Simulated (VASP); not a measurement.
Input of a VASP 6.6.1 run:

POSCAR

```
AlN
1.0
    3.1336164949      0.0000000000      0.0000000000
   -1.5668082474      2.7137914077      0.0000000000
    0.0000000000      0.0000000000      5.0139877163
Al N
2 2
Direct
    0.3333333333      0.6666666667      0.0000000000
    0.6666666667      0.3333333333      0.5000000000
    0.3333333333      0.6666666667      0.3800000000
    0.6666666667      0.3333333333      0.8800000000
```

File INCAR.step1:

```
SYSTEM = AlN
PREC = Accurate ; ENCUT = 520
ISMEAR = 0 ; SIGMA = 0.01
LREAL = .False. ; LASPH = .True.
NELM = 100 ; NBANDS = 16
GGA = PE ; ALGO = Normal
EDIFF = 1E-4 ; LWAVE = .True.
LCHARG = .False.
```

The input INCAR.step2:

```
SYSTEM = AlN
PREC = Accurate ; ENCUT = 520
EDIFF = 1E-7 ; ISMEAR = 0
SIGMA = 0.01 ; LREAL = .False.
LASPH = .True. ; NELM = 100
ALGO = Normal ; ISIF = 2
LWAVE = .False. ; LCHARG = .True.
METAGGA = R2SCAN ; LMIXTAU = .True.
LELF = .True. ; LVHAR = .True.
NBANDS = 16 ; ISTART = 1
```

File KPOINTS:

```
Automatic mesh
0
Gamma
  12 12 4
  0 0 0
```

Potentials or basis: VASP PAW PBE potentials, release 64 (Al, N).

Run with:

```bash
$ cat potpaw_PBE.64/Al/POTCAR potpaw_PBE.64/N/POTCAR > POTCAR
$ cp INCAR.step1 INCAR
$ mpirun -np 1 vasp_std > vasp.out
$ cp INCAR.step2 INCAR
$ mpirun -np 1 vasp_std > vasp.out
```

Q: Predict the pressure.

A: -5.3 GPa.

Q: What does it give for the band gap on the k mesh?

A: 4.72 eV, direct.

Q: What does it give for the largest force?

A: 0.110 eV/Å.

Forces on the atoms (eV/Å):
```
Al   0.000  0.000 -0.110
Al   0.000  0.000 -0.110
N    0.000  0.000  0.110
N    0.000  0.000  0.110
```

Caveat: the PAW data sets were made with another functional, which shifts forces and pressure a little. A k mesh can miss the band edges.
